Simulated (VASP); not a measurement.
# CoPdO2 (R-3m) in VASP: a series of runs

The runs below take CoPdO2 through single point, with PBE+D3(BJ)+U.

Everything below comes from runs of VASP 6.6.1. Logs are shortened: lines on timing, memory, paths and dates and some standing lists are left out, and cuts for length are marked.

### 1 The cell of the first run

The structure is trigonal, space group R-3m (No. 166). Conventional cell: a = 2.799 Å, b = 2.799 Å, c = 17.664 Å, α = 90.00°, β = 90.00°, γ = 120.00°. Within 2.5 Å of Co (site symmetry -3m) lie 6 O at 1.89 Å. Within 2.6 Å of Pd (site symmetry -3m) lie 2 O at 1.97 Å. O (site symmetry 3m) has 3 Co at 1.89 Å and 1 Pd at 1.97 Å within 2.5 Å.

### 2 Single point, PBE+D3(BJ)+U, collinear spin, zero start (volume scaled by 0.96)

File INCAR:

```
SYSTEM = CoPdO2
PREC = Accurate
ENCUT = 520
EDIFF = 1E-7
ISMEAR = 0
SIGMA = 0.05
LREAL = .FALSE.
LASPH = .TRUE.
NELM = 150
ALGO = Normal
ISIF = 2
LWAVE = .FALSE.
LCHARG = .FALSE.
ISPIN = 2
MAGMOM = 0 0 0 0
LORBIT = 11
LMAXMIX = 4
LDAU = .TRUE.
LDAUTYPE = 2
LDAUL = 2 -1 -1
LDAUU = 3.3 0 0
LDAUJ = 0 0 0
LDAUPRINT = 1
GGA = PE
IVDW = 12
NBANDS = 28
```

File KPOINTS:

```
Automatic mesh
0
G
  10 10 10
  0 0 0
```

File POSCAR:

```
CoPdO2
1.0
    1.3993466257      0.8079131513      5.8881368434
   -1.3993466257      0.8079131513      5.8881368434
    0.0000000000     -1.6158263018      5.8881368435
Co Pd O
1 1 2
Direct
    0.5000000000      0.5000000000      0.5000000000
    0.0000000000      0.0000000000      0.0000000000
    0.1116123240      0.1116123240      0.1116123240
    0.8883876760      0.8883876760      0.8883876760
```

Potentials or basis: VASP PAW PBE potentials, release 64 (Co, Pd, O).

The run is started by

```console
$ cat potpaw_PBE.64/Co/POTCAR potpaw_PBE.64/Pd/POTCAR potpaw_PBE.64/O/POTCAR > POTCAR
$ mpirun -np 1 vasp_std > vasp.out
```

OUTCAR:

```text
SYSTEM = CoPdO2
   PREC = Accurate
   ENCUT = 520
   EDIFF = 1E-7
   ISMEAR = 0
   LREAL = .FALSE.
   LASPH = .TRUE.
   NELM = 150
   ISIF = 2
   ISPIN = 2
   LORBIT = 11
   GGA = PE
   IVDW = 12
 IVDW          = 12

 ion  position               nearest neighbor table
   1  0.500  0.500  0.500-   3 1.89   4 1.89   3 1.89   3 1.89   4 1.89   4 1.89
   2  0.000  0.000  0.000-   3 1.97   4 1.97
   3  0.112  0.112  0.112-   1 1.89   1 1.89   1 1.89   2 1.97
   4  0.888  0.888  0.888-   1 1.89   1 1.89   1 1.89   2 1.97

  LATTYP: Found a trigonal (rhomboedric) cell.
 ALAT       =     6.1058210034
 COS(alpha) =     0.8949508679

  Lattice vectors:

 A1 = (   1.3993466257,   0.8079131513,   5.8881368434)
 A2 = (  -1.3993466257,   0.8079131513,   5.8881368434)
 A3 = (   0.0000000000,  -1.6158263018,   5.8881368435)

Analysis of symmetry for initial positions (statically):
=====================================================================
 Subroutine PRICEL returns:
 Original cell was already a primitive cell.

 Routine SETGRP: Setting up the symmetry group for a
 trigonal (rhombohedral) supercell.

 Subroutine GETGRP returns: Found 12 space group operations
 (whereof 12 operations were pure point group operations)
 out of a pool of 12 trial point group operations.

The static configuration has the point symmetry D_3d.

Analysis of symmetry for dynamics (positions and initial velocities):
=====================================================================
 Subroutine PRICEL returns:
 Original cell was already a primitive cell.

 Routine SETGRP: Setting up the symmetry group for a
 trigonal (rhombohedral) supercell.

 Subroutine GETGRP returns: Found 12 space group operations
 (whereof 12 operations were pure point group operations)
 out of a pool of 12 trial point group operations.

The dynamic configuration has the point symmetry D_3d.

Analysis of structural, dynamic, and magnetic symmetry:
=====================================================================
 Subroutine PRICEL returns:
 Original cell was already a primitive cell.

 Routine SETGRP: Setting up the symmetry group for a
 trigonal (rhombohedral) supercell.

 Subroutine GETGRP returns: Found 12 space group operations
 (whereof 12 operations were pure point group operations)
 out of a pool of 12 trial point group operations.

The overall configuration has the point symmetry D_3d.

 Subroutine INISYM returns: Found 12 space group operations
 (whereof 12 operations are pure point group operations),
 and found     1 'primitive' translations

----------------------------------------------------------------------------------------

                                     Primitive cell

  volume of cell :      39.9410

  direct lattice vectors                    reciprocal lattice vectors
     1.399346626  0.807913151  5.888136843     0.357309612  0.206292801  0.056611003
    -1.399346626  0.807913151  5.888136843    -0.357309612  0.206292801  0.056611003
     0.000000000 -1.615826302  5.888136843     0.000000000 -0.412585601  0.056611003

  length of vectors
     6.105821003  6.105821003  6.105821003     0.416451299  0.416451299  0.416451299

  position of ions in fractional coordinates (direct lattice)
     0.500000000  0.500000000  0.500000000
     0.000000000  0.000000000  0.000000000
     0.111612324  0.111612324  0.111612324
     0.888387676  0.888387676  0.888387676

  ion indices of the primitive-cell ions
   primitive index   ion index
                 1           1
                 2           2
                 3           3
                 4           4

----------------------------------------------------------------------------------------

 KPOINTS: Automatic mesh

Automatic generation of k-mesh.
 Grid dimensions read from file:
 generate k-points for:   10   10   10

 Generating k-lattice:

  Cartesian coordinates                     Fractional coordinates (reciprocal lattice)
     0.035730961  0.020629280  0.005661100     0.100000000  0.000000000  0.000000000
    -0.035730961  0.020629280  0.005661100     0.000000000  0.100000000  0.000000000
     0.000000000 -0.041258560  0.005661100     0.000000000  0.000000000  0.100000000

  Length of vectors
     0.041645130  0.041645130  0.041645130

  Shift w.r.t. Gamma in fractional coordinates (k-lattice)
     0.000000000  0.000000000  0.000000000

 Subroutine IBZKPT returns following result:
 ===========================================

 Found    116 irreducible k-points:

 Following reciprocal coordinates:
            Coordinates               Weight
  0.000000  0.000000  0.000000      1.000000
  0.100000 -0.000000  0.000000      6.000000
  0.200000 -0.000000  0.000000      6.000000
  0.300000 -0.000000 -0.000000      6.000000
  0.400000 -0.000000 -0.000000      6.000000
  0.500000 -0.000000 -0.000000      3.000000
[... 16 lines left out ...]
  0.300000  0.300000 -0.000000      6.000000
  0.400000  0.300000 -0.000000     12.000000
 [... further k-points ...]
   k-points           NKPTS =    116   k-points in BZ     NKDIM =    116   number of bands    NBANDS=     28
   number of dos      NEDOS =    301   number of ions     NIONS =      4
   total plane-waves  NPLWV = 110592
   dimension x,y,z NGX =    48 NGY =   48 NGZ =   48
   dimension x,y,z NGXF=    96 NGYF=   96 NGZF=   96
   ions per type =               1   1   2
   NGX,Y,Z   is equivalent  to a cutoff of  13.07, 13.07, 13.07 a.u.
   NGXF,Y,Z  is equivalent  to a cutoff of  26.14, 26.14, 26.14 a.u.
 SYSTEM =  CoPdO2
   PREC   = accura    normal or accurate (medium, high low for compatibility)
   ISTART =      0    job   : 0-new  1-cont  2-samecut
   ICHARG =      2    charge: 1-file 2-atom 10-const
   ISPIN  =      2    spin polarized calculation?
   LNONCOLLINEAR =      F non collinear calculations
   LSORBIT =      F    spin-orbit coupling
   LASPH  =      T    aspherical Exc in radial PAW
   ENCUT  =  520.0 eV  38.22 Ry    6.18 a.u.  11.35 11.35 11.35*2*pi/ulx,y,z
   NELM   =    150;   NELMIN=  2; NELMDL= -5     # of ELM steps
   EDIFF  = 0.1E-06   stopping-criterion for ELM
   LREAL  =      F    real-space projection
   EDIFFG = 0.1E-05   stopping-criterion for IOM
   NSW    =      0    number of steps for IOM
   IBRION =     -1    ionic relax: 0-MD 1-quasi-New 2-CG
   NFREE  =      0    steps in history (QN), initial steepest desc. (CG)
   ISIF   =      2    stress and relaxation
   ISYM   =      2    0-nonsym 1-usesym 2-fastsym
   POTIM  = 0.5000    time-step for ionic-motion
   TEBEG  =    0.0;   TEEND  =   0.0 temperature during run
   PSTRESS=    0.0 pullay stress
   NELECT =      31.0000    total number of electrons
   NUPDOWN=      -1.0000    fix difference up-down
   EMIN   =  10.00;   EMAX   =-10.00  energy-range for DOS
   EFERMI =   0.00;   METHOD = LEGACY
   ISMEAR =     0;   SIGMA  =   0.05  broadening in eV -4-tet -1-fermi 0-gaus
   EFERMI_NEDOS =   21; number of points for ismear=-14 and -15
   IALGO  =     38    algorithm
   IMIX   =      4    mixing-type and parameters
     AMIX     =   0.40;   BMIX     =  1.00
     AMIX_MAG =   1.60;   BMIX_MAG =  1.00
  volume/ion in A,a.u.               =       9.99        67.38
  Fermi-wavevector in a.u.,A,eV,Ry     =   1.504489  2.843072 30.796613  2.263487
  Thomas-Fermi vector in A             =   2.615462
   LORBIT       =     11    0 simple, 1 ext, 2 COOP (PROOUT), +10 PAW based schemes
 LDA+U is selected, type is set to LDAUTYPE =  2
   angular momentum for each species LDAUL =     2   -1   -1
   U (eV)           for each species LDAUU =   3.3  0.0  0.0
   J (eV)           for each species LDAUJ =   0.0  0.0  0.0
   GGA     = PE    functional components
   LHFCALC =     F    Hartree Fock is set to
   AEXX    =    0.0000 exact exchange contribution
   IVDW    =    12    specifies the selected vdW correction
   LEPSILON=     F    determine dielectric tensor
   LRPA    =     F    only Hartree local field effects (RPA)
 spin polarized calculation
 Gauss-broadening in eV      SIGMA  =   0.05
  energy-cutoff  :      520.00
  volume of cell :       39.94
 maximum number of plane-waves:      1095
 NGX is ok and might be reduce to    48
   NGX = 23   NGY = 23   NGZ = 23

 number of electron      31.0000000 magnetization      -0.0000231

atom =   1  type =  1  l = 2

 onsite density matrix

spin component  1

  0.7850  0.0000 -0.0000  0.2613  0.0000
  0.0000  0.5892  0.0000 -0.0000  0.2613
 -0.0000  0.0000  0.9691  0.0000 -0.0000
  0.2613 -0.0000  0.0000  0.5892 -0.0000
  0.0000  0.2613 -0.0000 -0.0000  0.7850

spin component  2

  0.7850  0.0000 -0.0000  0.2613  0.0000
  0.0000  0.5892  0.0000 -0.0000  0.2613
 -0.0000  0.0000  0.9691  0.0000 -0.0000
  0.2613 -0.0000  0.0000  0.5892 -0.0000
  0.0000  0.2613 -0.0000 -0.0000  0.7850

 occupancies and eigenvectors

  o =  0.4081  v = -0.5697  0.0000 -0.0000  0.8219  0.0000  0.0000  0.0000  0.0000  0.0000  0.0000      0.0000  0.0000  0.0000  0.0000  0.0000  0.0000  0.0000  0.0000  0.0000  0.0000
  o =  0.4081  v =  0.0000 -0.8219  0.0000 -0.0000  0.5697  0.0000  0.0000  0.0000  0.0000  0.0000      0.0000  0.0000  0.0000  0.0000  0.0000  0.0000  0.0000  0.0000  0.0000  0.0000
  o =  0.4081  v =  0.0000  0.0000  0.0000  0.0000  0.0000 -0.5697  0.0000 -0.0000  0.8219  0.0000      0.0000  0.0000  0.0000  0.0000  0.0000  0.0000  0.0000  0.0000  0.0000  0.0000
  o =  0.4081  v =  0.0000  0.0000  0.0000  0.0000  0.0000  0.0000 -0.8219  0.0000 -0.0000  0.5697      0.0000  0.0000  0.0000  0.0000  0.0000  0.0000  0.0000  0.0000  0.0000  0.0000
  o =  0.9661  v =  0.0000  0.0000  0.0000  0.0000  0.0000  0.0000  0.5697  0.0000  0.0000  0.8219      0.0000  0.0000  0.0000  0.0000  0.0000  0.0000  0.0000  0.0000  0.0000  0.0000
  o =  0.9661  v =  0.0000  0.0000  0.0000  0.0000  0.0000 -0.8219  0.0000  0.0000 -0.5697 -0.0000      0.0000  0.0000  0.0000  0.0000  0.0000  0.0000  0.0000  0.0000  0.0000  0.0000
  o =  0.9661  v =  0.0000  0.5697  0.0000  0.0000  0.8219  0.0000  0.0000  0.0000  0.0000  0.0000      0.0000  0.0000  0.0000  0.0000  0.0000  0.0000  0.0000  0.0000  0.0000  0.0000
  o =  0.9661  v = -0.8219  0.0000  0.0000 -0.5697 -0.0000  0.0000  0.0000  0.0000  0.0000  0.0000      0.0000  0.0000  0.0000  0.0000  0.0000  0.0000  0.0000  0.0000  0.0000  0.0000
  o =  0.9691  v =  0.0000 -0.0000  1.0000  0.0000 -0.0000  0.0000  0.0000  0.0000  0.0000  0.0000      0.0000  0.0000  0.0000  0.0000  0.0000  0.0000  0.0000  0.0000  0.0000  0.0000
  o =  0.9691  v =  0.0000  0.0000  0.0000  0.0000  0.0000  0.0000 -0.0000  1.0000  0.0000 -0.0000      0.0000  0.0000  0.0000  0.0000  0.0000  0.0000  0.0000  0.0000  0.0000  0.0000

 number of electron      31.0000000 magnetization       0.0000037

 Free energy of the ion-electron system (eV)
  ---------------------------------------------------
  ext. energy  EPLUGINS =         0.00000000
  ---------------------------------------------------
  free energy    TOTEN  =       -23.43347401 eV

  energy without entropy =      -23.43012498  energy(sigma->0) =      -23.43179949

 E-fermi :   8.2086     XC(G=0): -12.6479

 val. band max:        8.2056751509   @ k =   0.4000   0.2000  -0.0000
 cond. band min:       8.2099016546   @ k =  -0.3000  -0.3000   0.1000
 fundamental gap:      0.0042265037
 Fermi energy:         8.2085727193

 spin component 1

 k-point     1 :       0.0000    0.0000    0.0000
  band No.  band energies     occupation
      1     -12.8212      1.00000
      2     -10.9008      1.00000
      3      -0.7345      1.00000
      4       2.1499      1.00000
      5       2.1499      1.00000
      6       2.8593      1.00000
[... 1433 lines left out ...]
     26      24.9342      0.00000
     27      26.4763      0.00000

 [... further k-points ...]

 [bands above 27 left out]

------------------------ aborting loop because EDIFF is reached ----------------------------------------

 Edisp (eV)   -1.19104

 E8    (eV) :    -0.4682

  FORCE on cell =-STRESS in cart. coord.  units (eV):
  Direction    XX          YY          ZZ          XY          YZ          ZX
  --------------------------------------------------------------------------------------
  -------------------------------------------------------------------------------------
  Total       1.50912     1.50912     1.83122     0.00000     0.00000     0.00000
  in kB      60.53630    60.53630    73.45666     0.00000     0.00000     0.00000
  external pressure =       64.84 kB  Pullay stress =        0.00 kB

 VOLUME and BASIS-vectors are now :
 -----------------------------------------------------------------------------
  energy-cutoff  :      520.00
  volume of cell :       39.94
      direct lattice vectors                 reciprocal lattice vectors
     1.399346626  0.807913151  5.888136843     0.357309612  0.206292801  0.056611003
    -1.399346626  0.807913151  5.888136843    -0.357309612  0.206292801  0.056611003
     0.000000000 -1.615826302  5.888136843     0.000000000 -0.412585601  0.056611003

 POSITION                                       TOTAL-FORCE (eV/Angst)
 -----------------------------------------------------------------------------------
      0.00000      0.00000      8.83221         0.000000      0.000000     -0.000000
      0.00000      0.00000      0.00000         0.000000      0.000000     -0.000000
      0.00000      0.00000      1.97157         0.000000      0.000000      0.104774
      0.00000      0.00000     15.69284         0.000000     -0.000000     -0.104774
 -----------------------------------------------------------------------------------
    total drift:                               -0.000000      0.000000      0.000000

  FREE ENERGIE OF THE ION-ELECTRON SYSTEM (eV)
  ---------------------------------------------------
  free  energy   TOTEN  =       -24.6245127615 eV

  energy  without entropy=      -24.6211637317  energy(sigma->0) =      -24.62283825

 total charge

# of ion       s       p       d       tot
------------------------------------------
    1        0.445   0.700   7.396   8.541
    2        0.499   0.512   8.467   9.478
    3        1.557   3.475   0.000   5.032
    4        1.557   3.475   0.000   5.032
--------------------------------------------------
tot          4.058   8.162  15.863  28.083

 magnetization (x)

# of ion       s       p       d       tot
------------------------------------------
    1        0.000   0.000   0.000   0.000
    2        0.000   0.000   0.000   0.000
    3        0.000   0.000   0.000   0.000
    4        0.000   0.000   0.000   0.000
--------------------------------------------------
tot          0.000   0.000   0.000   0.000
```

It took 14 min on 1 thread of Intel Xeon Platinum 8488C (Sapphire Rapids), shared host; peak memory 0.55 GiB.

Results:

```yaml
Free_energy: -24.6245 eV
Pressure: 6.5 GPa
Largest_force: 0.105 eV/Å
Net_moment: 0.00 μB per cell
Valence_electrons_inside_the_program's_atomic_spheres: Co 8.54; Pd 9.48; O 5.03
Dispersion_energy_per_atom: -0.298 eV
```

Forces in eV/Å, atoms in the order of the input:
```
Co   0.000  0.000  0.000
Pd   0.000  0.000  0.000
O    0.000  0.000  0.105
O    0.000  0.000 -0.105
```

Stress tensor (GPa, compression positive):
```
6.05 0.00 0.00
0.00 6.05 0.00
0.00 0.00 7.35
```

Eigenvalues of the final occupation matrices:
```
    site  spin  trace               eigenvalues
site 1 d     1   3.72  0.41 0.41 0.97 0.97 0.97
site 1 d     2   3.72  0.41 0.41 0.97 0.97 0.97
```

Caveat: three body term missing; pairwise dispersion overbinds metals, which lowers pressure and volume.

### 3 Single point, PBE+D3(BJ)+U, collinear spin, zero start (volume scaled by 0.96)

File INCAR:

```
  PREC = Accurate
  ENCUT = 520
  EDIFF = 1E-6
  ISMEAR = 0
  SIGMA = 0.05
  LREAL = False
  LASPH = True
  NELM = 150
  ALGO = Normal
  ISIF = 2
  LWAVE = False
  LCHARG = False
  ISPIN = 2
  MAGMOM = 0 0 0 0
  LORBIT = 11
  LMAXMIX = 4
  LDAU = True
  LDAUTYPE = 2
  LDAUL = 2 -1 -1
  LDAUU = 3.3 0 0
  LDAUJ = 0 0 0
  LDAUPRINT = 1
  GGA = PE
  IVDW = 12
  NBANDS = 28
```

File KPOINTS:

```
regular mesh
0
Gamma
  10 10 10
```

File POSCAR:

```
CoPdO2
1.0
    1.4018315753      0.8093478376      5.8672801938
   -1.4018315753      0.8093478376      5.8672801938
    0.0000000000     -1.6186956745      5.8672801939
Co Pd O
1 1 2
Direct
    0.5000000000      0.5000000000      0.5000000000
    0.0000000000      0.0000000000      0.0000000000
    0.1118783842      0.1118783842      0.1118783842
    0.8881216158      0.8881216158      0.8881216158
```

Potentials or basis: VASP PAW PBE potentials, release 64 (Co, Pd, O).

The run is started by

```console
$ cat potpaw_PBE.64/Co/POTCAR potpaw_PBE.64/Pd/POTCAR potpaw_PBE.64/O/POTCAR > POTCAR
$ mpirun -np 1 vasp_std > vasp.out
```

It took 13 min on 1 thread of Intel Xeon Platinum 8488C (Sapphire Rapids), shared host; peak memory 0.55 GiB.

It converged, with:

| Item | Value |
| --- | --- |
| Free energy | -24.6233 eV |
| Pressure | 6.9 GPa |
| Largest force | 0.031 eV/Å |
| Net moment | 0.00 μB per cell |
| Valence electrons inside the program's atomic spheres | Co 8.55; Pd 9.48; O 5.03 |
| Dispersion energy per atom | -0.298 eV |

Forces in eV/Å, atoms in the order of the input:
```
Co   0.000  0.000  0.000
Pd   0.000  0.000  0.000
O    0.000  0.000  0.031
O    0.000  0.000 -0.031
```

Stress tensor (GPa, compression positive):
```
5.93 0.00 0.00
0.00 5.93 0.00
0.00 0.00 8.85
```

Levels at points of the mesh, in eV from the Fermi level:
Spin up:
| k point | band 13 | band 14 | band 15 | band 16 | band 17 | band 18 | band 19 | band 20 |
| --- | --- | --- | --- | --- | --- | --- | --- | --- |
| (0.00, 0.00, 0.00) | -2.62 | -2.14 | -1.55 | -1.55 | 2.43 | 2.43 | 3.27 | 6.65 |
| (0.50, 0.00, 0.00) | -1.89 | -1.33 | -0.35 | 0.95 | 1.76 | 2.06 | 3.56 | 8.71 |
| (0.50, 0.50, 0.00) | -1.82 | -1.73 | -0.35 | 0.41 | 2.39 | 2.40 | 3.58 | 9.51 |
| (0.50, 0.50, 0.50) | -2.68 | -1.57 | -0.70 | -0.70 | 2.13 | 2.13 | 4.50 | 5.57 |
Spin down:
| k point | band 12 | band 13 | band 14 | band 15 | band 16 | band 17 | band 18 | band 19 | band 20 | band 21 |
| --- | --- | --- | --- | --- | --- | --- | --- | --- | --- | --- |
| (0.00, 0.00, 0.00) | -2.62 | -2.62 | -2.14 | -1.55 | -1.55 | 2.43 | 2.43 | 3.27 | 6.65 | 9.83 |
| (0.50, 0.00, 0.00) | -2.24 | -1.89 | -1.33 | -0.35 | 0.95 | 1.76 | 2.06 | 3.56 | 8.71 | 10.94 |
| (0.50, 0.50, 0.00) | -2.28 | -1.82 | -1.73 | -0.35 | 0.41 | 2.39 | 2.40 | 3.58 | 9.51 | 10.00 |
| (0.50, 0.50, 0.50) | -2.68 | -2.68 | -1.57 | -0.70 | -0.70 | 2.13 | 2.13 | 4.50 | 5.57 | 9.68 |

Eigenvalues of the final occupation matrices:
```csv
site,spin,trace,eigenvalues
site 1 d,1,3.72,0.41 0.41 0.97 0.97 0.97
site 1 d,2,3.72,0.41 0.41 0.97 0.97 0.97
```

Caveat: three body term missing; pairwise dispersion overbinds metals, which lowers pressure and volume.
